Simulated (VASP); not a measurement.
# SiGe2: relaxation of cell and atoms with PBE

The system is SiGe2.

```xyz
6
Lattice="-1.9426 1.9426 6.7544 1.9426 -1.9426 6.7544 1.9426 1.9426 -6.7544" Properties=species:S:1:pos:R:3 pbc="T T T"
Si    0.0000    0.0000    0.0000
Si    0.0000    1.9426    3.3772
Ge    0.0000    0.0000    5.6264
Ge    1.9426    0.0000    2.2492
Ge    1.9426    0.0000    4.5052
Ge    0.0000    0.0000    7.8824
```

* Program: VASP 6.6.1
* Task: relaxation of cell and atoms
* Functional: PBE
* Potentials or basis: VASP PAW PBE potentials, release 64 (Si, Ge_d)
* Cutoff: 600 eV
* k mesh: 6 × 6 × 6
* Occupations: gaussian, width 0.1 eV
* Spin: no spin polarisation
* Dipole correction: no
* Further INCAR settings: ALGO = Normal; EDIFF = 1e-07; IBRION = 2; EDIFFG = -0.04; NSW = 90; ISIF = 3

```json
{"Relaxed volume": "18.93 Å³/atom", "Relaxed cell": "a = 10.387 Å, b = 10.387 Å, c = 10.387 Å, α = 161.43°, β = 161.43°, γ = 26.37°", "Space group after relaxing (to 0.1 Å)": "I4_1/amd (No. 141)", "Energy gained by relaxing": "626.3 meV/atom", "Ionic steps": "17", "Pressure after relaxing": "-0.1 GPa", "Largest force after relaxing": "0.008 eV/Å", "Band gap on the k mesh": "zero (bands 32 and 33 overlap by 3.40 eV)"}
```

Forces on the atoms (eV/Å):
```
Si   0.000  0.000  0.000
Si   0.000  0.000  0.000
Ge   0.000  0.000 -0.008
Ge   0.000  0.000 -0.008
Ge   0.000  0.000  0.008
Ge   0.000  0.000  0.008
```

Stress tensor (GPa, compression positive):
```
-0.24  0.00  0.00
 0.00 -0.24  0.00
 0.00  0.00  0.11
```

Step by step:
```tsv
step	energy change (eV)	largest force (eV/Å)	pressure (GPa)	volume (Å³)
1	0.0000	0.2023	21.70	101.96
2	-1.5712	0.5773	-4.34	139.61
3	-1.6883	0.5750	-0.79	129.32
4	-1.6886	0.5764	-1.13	130.12
5	-1.9277	0.5728	-1.61	129.28
6	-2.6506	0.3500	-2.73	125.89
7	-3.6518	0.5745	0.16	115.54
8	-3.5245	1.0940	4.40	110.65
9	-3.6510	0.8202	1.92	113.53
10	-3.6342	0.1551	-2.03	117.85
11	-3.7046	0.4218	-0.25	115.64
12	-3.7054	0.3947	-0.46	115.85
13	-3.7415	0.2615	0.06	114.16
14	-3.7523	0.0333	0.87	112.00
15	-3.7539	0.1056	0.64	112.59
16	-3.7549	0.0719	-0.74	114.41
17	-3.7578	0.0080	-0.12	113.55
```

Final structure:
```xyz
6
Lattice="-1.6755 1.6755 10.1128 1.6755 -1.6755 10.1128 1.6755 1.6755 -10.1128" Properties=species:S:1:pos:R:3 pbc="T T T"
Si    0.0000    0.0000    0.0000
Si    0.0000    1.6755    5.0564
Ge    0.0000    0.0000    8.7281
Ge    1.6755    0.0000    3.6717
Ge    1.6755    0.0000    6.4411
Ge    0.0000    0.0000   11.4975
```

Levels at points of the mesh, in eV from the Fermi level:
```tsv
k point	band 29	band 30	band 31	band 32	band 33	band 34
(0.00, 0.00, 0.00)	-0.45	-0.45	-0.33	0.43	2.10	2.93
(0.50, 0.00, 0.00)	-2.40	-1.12	1.66	1.86	1.98	2.64
(0.50, 0.50, 0.00)	-4.73	-4.73	-2.35	-2.35	-1.42	-1.42
(0.50, 0.50, 0.50)	-0.12	-0.12	0.34	0.34	2.10	2.10
```

It took 40 min on 1 thread of Intel(R) Xeon(R) 6975P-C (Granite Rapids), on a shared host, peak memory 0.62 GiB.

Caveat: a cell axis changed by over 15 % at a fixed basis, so the end point is rough.
